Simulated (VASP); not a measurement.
Ta2CN: relaxation of cell and atoms with LDA

Crystal: Ta2CN.

```
Ta C N
1.0
     3.14677    0.00000    0.00000
     0.00000    3.14677    0.00000
     0.00000    0.00000    4.45770
Ta C N
2 1 1
Direct
  0.00000 0.00000 0.00000
  0.50000 0.50000 0.50000
  0.00000 0.00000 0.50000
  0.50000 0.50000 0.00000
```

```
Program                : VASP 6.6.1
Task                   : relaxation of cell and atoms
Functional             : LDA
Potentials or basis    : VASP PAW LDA potentials, release 64 (Ta_pv, C, N)
Cutoff                 : 600 eV
k mesh                 : 6 × 6 × 5
Occupations            : methfessel-paxton, width 0.05 eV
Spin                   : no spin polarisation
Dipole correction      : no
Further INCAR settings : ALGO = Normal; EDIFF = 1e-06; IBRION = 2; EDIFFG = -0.02; NSW = 60; ISIF = 3
```

```
Relaxed volume                         : 10.57 Å³/atom
Relaxed cell                           : a = 3.098 Å, b = 3.098 Å, c = 4.403 Å, α = 90.00°, β = 90.00°, γ = 90.00°
Space group after relaxing (to 0.05 Å) : P4/mmm (No. 123)
Energy gained by relaxing              : 22.3 meV/atom
Ionic steps                            : 7
Pressure after relaxing                : 0.0 GPa
```

Step by step:
```
step  energy change (eV)  largest force (eV/Å)  pressure (GPa)  volume (Å³)
   1              0.0000                0.0000          -14.50        44.14
   2              0.4902                0.0000           48.18        38.06
   3             -0.0889                0.0000           -0.62        42.33
   4             -0.0891                0.0000           -0.10        42.27
   5             -0.0890                0.0000            0.24        42.23
   6             -0.0890                0.0000           -0.43        42.32
   7             -0.0891                0.0000           -0.01        42.27
```

Final structure:
```
Ta C N
1.0
     3.09815    0.00000    0.00000
     0.00000    3.09815    0.00000
     0.00000    0.00000    4.40333
Ta C N
2 1 1
Direct
  0.00000 0.00000 0.00000
  0.50000 0.50000 0.50000
  0.00000 0.00000 0.50000
  0.50000 0.50000 0.00000
```

Levels at points of the mesh, in eV from the Fermi level:
```tsv
k point	band 14	band 15	band 16	band 17	band 18	band 19
(0.00, 0.00, 0.00)	-1.79	-1.75	-1.75	-1.04	-1.04	0.33
(0.50, 0.00, 0.00)	-5.17	0.72	0.89	0.95	2.08	2.69
(0.50, 0.50, 0.00)	-2.72	-2.72	-1.82	2.45	2.45	3.80
```

It took 94 s on 1 thread of Intel(R) Xeon(R) Platinum 8375C CPU @ 2.90GHz (Ice Lake) (shared host), peak memory 0.18 GiB.

Caveat: spin-orbit coupling is left out, which moves the levels of the heavy elements.
